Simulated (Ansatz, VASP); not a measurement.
Two plane-wave programs on PtS2

```
Pt S
1.0
     0.00000    2.97579    2.97579
     2.97579    0.00000    2.97579
     2.97579    2.97579    0.00000
Pt S
1 2
Direct
  0.00000 0.00000 0.00000
  0.25000 0.25000 0.25000
  0.75000 0.75000 0.75000
```

Alike in both runs: task single point; functional PBE; k mesh 4 × 4 × 4; occupations fermi-dirac, width 0.02 eV; non-collinear spin, spin-orbit coupling.

```csv
,VASP,Ansatz
version,VASP 6.6.1,Ansatz 0.2.0
potentials or method,"VASP PAW PBE potentials, release 64 (Pt, S)","plane waves, PAW"
plane-wave cutoff (eV),500,420
valence electrons in the cell,22,30
```

```csv
,VASP,Ansatz,Ansatz less VASP
net moment per atom (μB),0.00,0.00,0.000
```

With one functional, cell and mesh, what is left measures potentials, basis and numerics. VASP's potentials hold 22 valence electrons a cell and Ansatz's 30, so a difference there can come from the potentials and not from the codes. Ansatz's warnings: optics on partly filled bands.

The k mesh is coarse, so the values compare programs but aren't converged.
